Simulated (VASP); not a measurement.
MgO: single point with PBEsol

The system is MgO.

```
CELL_PARAMETERS angstrom
4.21421 0.00000 0.00000
0.00000 -4.21421 0.00000
0.00000 0.00000 -4.21421
ATOMIC_POSITIONS crystal
Mg 0.00000 0.00000 0.00000
Mg 0.50000 0.50000 0.00000
Mg 0.50000 0.00000 0.50000
Mg 0.00000 0.50000 0.50000
O 0.48814 0.00000 0.00000
O 0.00000 0.50000 0.00000
O 0.00000 0.00000 0.50000
O 0.50000 0.50000 0.50000
```

This cell differs from its parent crystal: atom 5 (O) moved +0.050 Å towards its neighbour atom 1 (Mg) at 2.107 Å.

| Item | Value |
| --- | --- |
| Program | VASP 6.6.1 |
| Task | single point |
| Functional | PBEsol |
| Potentials or basis | VASP PAW PBE potentials, release 64 (Mg, O) |
| Cutoff | 520 eV |
| k mesh | 6 × 6 × 6 |
| Occupations | gaussian, width 0.05 eV |
| Spin | no spin polarisation |
| Dipole correction | no |
| Further INCAR settings | ALGO = Normal; EDIFF = 1e-06; NBANDS = 26 |

```json
{
  "Pressure": "-0.5 GPa",
  "Largest force": "0.540 eV/Å",
  "Band gap on the k mesh": "4.62 eV"
}
```

Forces on the atoms (eV/Å):
```
Mg  -0.142  0.000  0.000
Mg  -0.073  0.000  0.000
Mg  -0.073  0.000  0.000
Mg   0.014  0.000  0.000
O    0.540  0.000  0.000
O   -0.145  0.000  0.000
O   -0.145  0.000  0.000
O    0.024  0.000  0.000
```

Stress tensor (GPa, compression positive):
```
-0.35  0.00  0.00
 0.00 -0.54  0.00
 0.00  0.00 -0.54
```

Levels at points of the mesh, in eV from the valence-band top:
```
           k point  band 13  band 14  band 15  band 16  band 17  band 18  band 19  band 20
(0.00, 0.00, 0.00)    -1.36     0.00     0.00     0.00     4.62     8.92     8.92     8.92
(0.50, 0.00, 0.00)    -0.77    -0.77    -0.72    -0.72     7.90     8.03    10.96    10.97
(0.00, 0.50, 0.00)    -0.75    -0.75    -0.75    -0.74     7.96     7.97    10.89    10.96
(0.50, 0.50, 0.00)    -0.69    -0.66    -0.66    -0.63     9.19     9.24     9.47     9.49
(0.00, 0.50, 0.50)    -0.66    -0.66    -0.66    -0.66     9.32     9.35     9.35     9.35
(0.50, 0.50, 0.50)    -0.66    -0.66    -0.66    -0.66     7.72     7.73     7.73     7.73
```

Run time: 36 s on 1 thread of Intel(R) Xeon(R) Platinum 8259CL CPU @ 2.50GHz (Skylake/Cascade Lake), with other jobs on the host, peak memory 0.21 GiB.

Caveat: the cell differs from its parent crystal (atom 5 (O) moved +0.050 Å towards its neighbour atom 1 (Mg) at 2.107 Å); the PAW data sets were made with another functional, which shifts forces and pressure a little.
